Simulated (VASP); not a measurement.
# Al12O in VASP: relaxation of the atoms with PBE

Aim: the relaxation of the atoms of Al12O with PBE.

Program: VASP 6.6.1. These are calculated values, not measurements. Logs are shortened: lines on timing, memory, paths and dates and some standing lists are left out, and cuts for length are marked.

### Step 1. The cell of the first run

The cell holds a slab with vacuum, 13 atoms: a = 5.714 Å, b = 5.714 Å, c = 19.675 Å, α = 90.00°, β = 90.00°, γ = 90.00°.

### Step 2. Relaxation of the atoms, PBE

Input file INCAR:

```
  PREC = Accurate
  ENCUT = 520
  EDIFF = 1E-7
  ISMEAR = 0
  SIGMA = 0.1
  LREAL = F
  LASPH = T
  NELM = 120
  ALGO = Normal
  ISIF = 2
  LWAVE = F
  LCHARG = F
  LDIPOL = T
  IDIPOL = 3
  DIPOL = 0.5 0.5 0.321
  GGA = PE
  IBRION = 2
  NSW = 36
  EDIFFG = -0.025
  GGA_COMPAT = F
  NELMIN = 4
  NELMDL = -8
  KPAR = 4
```

Input file KPOINTS:

```
regular mesh
0
Gamma
  5 5 1
```

Input file POSCAR:

```
Al12O
1.0
    5.7135165838      0.0000000000      0.0000000000
    0.0000000000      5.7135165838      0.0000000000
    0.0000000000      0.0000000000     19.6746954361
Al O
12 1
Selective dynamics
Direct
    0.2500000000      0.2500000000      0.2033068320  F F F
    0.2500000000      0.7500000000      0.2033068320  F F F
    0.7500000000      0.2500000000      0.2033068320  F F F
    0.7500000000      0.7500000000      0.2033068320  F F F
    0.0000000000      0.0000000000      0.3092728611  F F F
    0.0000000000      0.5000000000      0.3092728611  F F F
    0.5000000000      0.0000000000      0.3092728611  F F F
    0.5000000000      0.5000000000      0.3092728611  F F F
    0.2500000000      0.2500000000      0.4154928580  F F F
    0.2500000000      0.7500000000      0.4154928580  F F F
    0.7500000000      0.2500000000      0.4154928580  F F F
    0.7500000000      0.7500000000      0.4154928580  F F F
    0.2500000000      0.5000000000      0.4640429094  F F T
```

Potentials or basis: VASP PAW PBE potentials, release 64 (Al, O).

The run is started by

```bash
$ cat potpaw_PBE.64/Al/POTCAR potpaw_PBE.64/O/POTCAR > POTCAR
$ mpirun -np 4 vasp_std > vasp.out
```

OUTCAR:

```text
PREC = Accurate
   ENCUT = 520
   EDIFF = 1E-7
   ISMEAR = 0
   LREAL = F
   LASPH = T
   NELM = 120
   ISIF = 2
   GGA = PE
   IBRION = 2
   NSW = 36
   EDIFFG = -0.025
   NELMIN = 4
   NELMDL = -8

 ion  position               nearest neighbor table
   1  0.250  0.250  0.203-   2 2.86   3 2.86   2 2.86   3 2.86   7 2.90   8 2.90   5 2.90   6 2.90

   2  0.250  0.750  0.203-   1 2.86   4 2.86   1 2.86   4 2.86   7 2.90   8 2.90   5 2.90   6 2.90

   3  0.750  0.250  0.203-   1 2.86   4 2.86   4 2.86   1 2.86   7 2.90   8 2.90   5 2.90   6 2.90
[... 4 lines left out ...]
                            11 2.91  12 2.91   9 2.91  10 2.91
   6  0.000  0.500  0.309-   5 2.86   8 2.86   5 2.86   8 2.86   1 2.90   2 2.90   3 2.90   4 2.90
                            11 2.91  12 2.91   9 2.91  10 2.91
   7  0.500  0.000  0.309-   5 2.86   8 2.86   8 2.86   5 2.86   1 2.90   2 2.90   3 2.90   4 2.90
                            11 2.91  12 2.91   9 2.91  10 2.91
   8  0.500  0.500  0.309-   6 2.86   7 2.86   7 2.86   6 2.86   1 2.90   2 2.90   3 2.90   4 2.90
                            11 2.91  12 2.91   9 2.91  10 2.91
   9  0.250  0.250  0.415-  13 1.72  11 2.86  10 2.86  10 2.86  11 2.86   6 2.91   7 2.91   8 2.91
                             5 2.91
  10  0.250  0.750  0.415-  13 1.72  12 2.86   9 2.86   9 2.86  12 2.86   6 2.91   7 2.91   8 2.91
                             5 2.91
  11  0.750  0.250  0.415-   9 2.86  12 2.86  12 2.86   9 2.86   5 2.91   6 2.91   7 2.91   8 2.91

  12  0.750  0.750  0.415-  10 2.86  11 2.86  11 2.86  10 2.86   5 2.91   6 2.91   7 2.91   8 2.91

  13  0.250  0.500  0.464-   9 1.72  10 1.72

  LATTYP: Found a simple tetragonal cell.
 ALAT       =     5.7135165838
 C/A-ratio  =     3.4435351937

  Lattice vectors:

 A1 = (   5.7135165838,   0.0000000000,   0.0000000000)
 A2 = (   0.0000000000,   5.7135165838,   0.0000000000)
 A3 = (   0.0000000000,   0.0000000000,  19.6746954361)

Analysis of symmetry for initial positions (statically):
=====================================================================
 Subroutine PRICEL returns:
 Original cell was already a primitive cell.

 Routine SETGRP: Setting up the symmetry group for a
 simple tetragonal supercell.

 Subroutine GETGRP returns: Found  4 space group operations
 (whereof  2 operations were pure point group operations)
 out of a pool of 16 trial point group operations.

The static configuration has the point symmetry C_1h.
 The point group associated with its full space group is C_2v.

Analysis of symmetry for dynamics (positions and initial velocities):
=====================================================================
 Subroutine PRICEL returns:
 Original cell was already a primitive cell.

 Routine SETGRP: Setting up the symmetry group for a
 simple tetragonal supercell.

 Subroutine GETGRP returns: Found  4 space group operations
 (whereof  2 operations were pure point group operations)
 out of a pool of 16 trial point group operations.

The dynamic configuration has the point symmetry C_1h.
 The point group associated with its full space group is C_2v.

Analysis of constrained symmetry for selective dynamics:
=====================================================================
 Subroutine PRICEL returns:
 Original cell was already a primitive cell.

 Routine SETGRP: Setting up the symmetry group for a
 simple tetragonal supercell.

 Subroutine GETGRP returns: Found  4 space group operations
 (whereof  2 operations were pure point group operations)
 out of a pool of 16 trial point group operations.

The constrained configuration has the point symmetry C_1h.
 The point group associated with its full space group is C_2v.

 Subroutine INISYM returns: Found  4 space group operations
 (whereof  2 operations are pure point group operations),
 and found     1 'primitive' translations

----------------------------------------------------------------------------------------

                                     Primitive cell

  volume of cell :     642.2661

  direct lattice vectors                    reciprocal lattice vectors
     5.713516584  0.000000000  0.000000000     0.175023558  0.000000000  0.000000000
     0.000000000  5.713516584  0.000000000     0.000000000  0.175023558  0.000000000
     0.000000000  0.000000000 19.674695436     0.000000000  0.000000000  0.050826708

  length of vectors
     5.713516584  5.713516584 19.674695436     0.175023558  0.175023558  0.050826708

  position of ions in fractional coordinates (direct lattice)
     0.250000000  0.250000000  0.203306832
     0.250000000  0.750000000  0.203306832
[... 48 lines left out ...]

 Subroutine IBZKPT returns following result:
 ===========================================

 Found      9 irreducible k-points:

 Following reciprocal coordinates:
            Coordinates               Weight
  0.000000  0.000000  0.000000      1.000000
  0.200000  0.000000  0.000000      2.000000
  0.000000  0.200000  0.000000      2.000000
  0.400000  0.000000  0.000000      2.000000
  0.000000  0.400000  0.000000      2.000000
  0.200000  0.200000  0.000000      4.000000
  0.400000  0.200000  0.000000      4.000000
 -0.200000  0.400000  0.000000      4.000000
  0.400000  0.400000  0.000000      4.000000
   k-points           NKPTS =      9   k-points in BZ     NKDIM =      9   number of bands    NBANDS=     28
   number of dos      NEDOS =    301   number of ions     NIONS =     13
   total plane-waves  NPLWV = 264600
   dimension x,y,z NGX =    42 NGY =   42 NGZ =  150
   dimension x,y,z NGXF=    84 NGYF=   84 NGZF=  300
   ions per type =              12   1
   NGX,Y,Z   is equivalent  to a cutoff of  12.22, 12.22, 12.67 a.u.
   NGXF,Y,Z  is equivalent  to a cutoff of  24.44, 24.44, 25.35 a.u.
 SYSTEM =  unknown system
   PREC   = accura    normal or accurate (medium, high low for compatibility)
   ISTART =      0    job   : 0-new  1-cont  2-samecut
   ICHARG =      2    charge: 1-file 2-atom 10-const
   ISPIN  =      1    spin polarized calculation?
   LNONCOLLINEAR =      F non collinear calculations
   LSORBIT =      F    spin-orbit coupling
   LASPH  =      T    aspherical Exc in radial PAW
   ENCUT  =  520.0 eV  38.22 Ry    6.18 a.u.  10.62 10.62 36.58*2*pi/ulx,y,z
   NELM   =    120;   NELMIN=  4; NELMDL= -8     # of ELM steps
   EDIFF  = 0.1E-06   stopping-criterion for ELM
   LREAL  =      F    real-space projection
   EDIFFG = -.3E-01   stopping-criterion for IOM
   NSW    =     36    number of steps for IOM
   IBRION =      2    ionic relax: 0-MD 1-quasi-New 2-CG
   NFREE  =      1    steps in history (QN), initial steepest desc. (CG)
   ISIF   =      2    stress and relaxation
   ISYM   =      2    0-nonsym 1-usesym 2-fastsym
   POTIM  = 0.5000    time-step for ionic-motion
   TEBEG  =    0.0;   TEEND  =   0.0 temperature during run
   PSTRESS=    0.0 pullay stress
   NELECT =      42.0000    total number of electrons
   NUPDOWN=      -1.0000    fix difference up-down
   EMIN   =  10.00;   EMAX   =-10.00  energy-range for DOS
   EFERMI =   0.00;   METHOD = LEGACY
   ISMEAR =     0;   SIGMA  =   0.10  broadening in eV -4-tet -1-fermi 0-gaus
   EFERMI_NEDOS =   21; number of points for ismear=-14 and -15
   IALGO  =     38    algorithm
   IMIX   =      4    mixing-type and parameters
     AMIX     =   0.40;   BMIX     =  1.00
     AMIX_MAG =   1.60;   BMIX_MAG =  1.00
  volume/ion in A,a.u.               =      49.41       333.40
  Fermi-wavevector in a.u.,A,eV,Ry     =   0.659558  1.246384  5.918760  0.435017
  Thomas-Fermi vector in A             =   1.731731
   LORBIT       =      0    0 simple, 1 ext, 2 COOP (PROOUT), +10 PAW based schemes
   GGA     = PE    functional components
   LHFCALC =     F    Hartree Fock is set to
   AEXX    =    0.0000 exact exchange contribution
   IVDW    =     0    specifies the selected vdW correction
   LEPSILON=     F    determine dielectric tensor
   LRPA    =     F    only Hartree local field effects (RPA)
 conjugate gradient relaxation of ions
 non-spin polarized calculation
 Gauss-broadening in eV      SIGMA  =   0.10
  energy-cutoff  :      520.00
  volume of cell :      642.27
 maximum number of plane-waves:     17320
   NGX = 21   NGY = 21   NGZ = 73

 dipolmoment           0.000000      0.000000     -0.097109 electrons x Angstroem

--------------------------------------- Ionic step        1  -------------------------------------------

 number of electron      41.9999995 magnetization

 Free energy of the ion-electron system (eV)
  ---------------------------------------------------
  ext. energy  EPLUGINS =         0.00000000
  ---------------------------------------------------
  free energy    TOTEN  =       -49.48165139 eV

  energy without entropy =      -49.43296247  energy(sigma->0) =      -49.45730693

------------------------ aborting loop because EDIFF is reached ----------------------------------------

  FORCE on cell =-STRESS in cart. coord.  units (eV):
  Direction    XX          YY          ZZ          XY          YZ          ZX
  --------------------------------------------------------------------------------------
  -------------------------------------------------------------------------------------
  Total       -4.2336254     -6.5906678      0.8918075      0.0000000      0.0000000      0.0000000
  in kB      -10.5610721    -16.4408778      2.2246757      0.0000000      0.0000000      0.0000000
  external PRESSURE =      -8.2590914 kB  Pullay stress =       0.0000000 kB
[... 81 lines left out ...]
--------------------------------------- Ionic step        3  -------------------------------------------

 number of electron      41.9999993 magnetization

 dipolmoment           0.000000      0.000000      0.101648 electrons x Angstroem

 Free energy of the ion-electron system (eV)
  ---------------------------------------------------
  ext. energy  EPLUGINS =         0.00000000
  ---------------------------------------------------
  free energy    TOTEN  =       -49.52032609 eV

  energy without entropy =      -49.47168615  energy(sigma->0) =      -49.49600612

 E-fermi :  -0.6533     XC(G=0):  -4.2437

 val. band max:       -0.6622397586   @ k =  -0.2000   0.4000   0.0000
 cond. band min:      -0.6429604001   @ k =   0.0000   0.0000   0.0000
 fundamental gap:      0.0192793584
 Fermi energy:        -0.6532565839

 k-point     1 :       0.0000    0.0000    0.0000
  band No.  band energies     occupation
      1     -19.0963      2.00000
      2     -10.6803      2.00000
      3      -8.4746      2.00000
      4      -6.7498      2.00000
      5      -6.3527      2.00000
      6      -6.3292      2.00000
[... 268 lines left out ...]
     27       1.0271      0.00000
     28       1.7139      0.00000

------------------------ aborting loop because EDIFF is reached ----------------------------------------

 vacuum level on the upper side and lower side of the slab       (xc-potential included)         0.257        -0.294

  FORCE on cell =-STRESS in cart. coord.  units (eV):
  Direction    XX          YY          ZZ          XY          YZ          ZX
  --------------------------------------------------------------------------------------
  -------------------------------------------------------------------------------------
  Total       -4.3801526     -8.5022703     -0.3525541      0.0000000      0.0000000      0.0000000
  in kB      -10.9265945    -21.2095027     -0.8794707      0.0000000      0.0000000      0.0000000
  external PRESSURE =     -11.0051893 kB  Pullay stress =       0.0000000 kB
[... 28 lines left out ...]
  FREE ENERGIE OF THE ION-ELECTRON SYSTEM (eV)
  ---------------------------------------------------
  free  energy   TOTEN  =       -49.5203260945 eV

  energy  without entropy=      -49.4716861519  energy(sigma->0) =      -49.49600612

 reached required accuracy - stopping structural energy minimisation

 vacuum level on the upper side and lower side of the slab         4.327         3.762
```

It took 14 min on 4 MPI ranks of AMD EPYC, shared host; peak memory 0.71 GiB.

What came out:

```yaml
Free_energy: -49.5203 eV
Energy_gained_by_relaxing: 3.0 meV/atom
Ionic_steps: 3
Band_gap_on_the_k_mesh: zero (bands 21 and 22 overlap by 0.81 eV)
```

The path:
| step | energy change (eV) | largest force on free atoms (eV/Å) | pressure (GPa) |
| --- | --- | --- | --- |
| 1 | 0.0000 | 1.0412 | -0.83 |
| 2 | -0.0345 | 0.3376 | -1.01 |
| 3 | -0.0387 | 0.0002 | -1.10 |

Final structure:
```
Al O
1.0
     5.71352    0.00000    0.00000
     0.00000    5.71352    0.00000
     0.00000    0.00000   19.67470
Al O
12 1
Direct
  0.25000 0.25000 0.20331
  0.25000 0.75000 0.20331
  0.75000 0.25000 0.20331
  0.75000 0.75000 0.20331
  0.00000 0.00000 0.30927
  0.00000 0.50000 0.30927
  0.50000 0.00000 0.30927
  0.50000 0.50000 0.30927
  0.25000 0.25000 0.41549
  0.25000 0.75000 0.41549
  0.75000 0.25000 0.41549
  0.75000 0.75000 0.41549
  0.25000 0.50000 0.46787
```
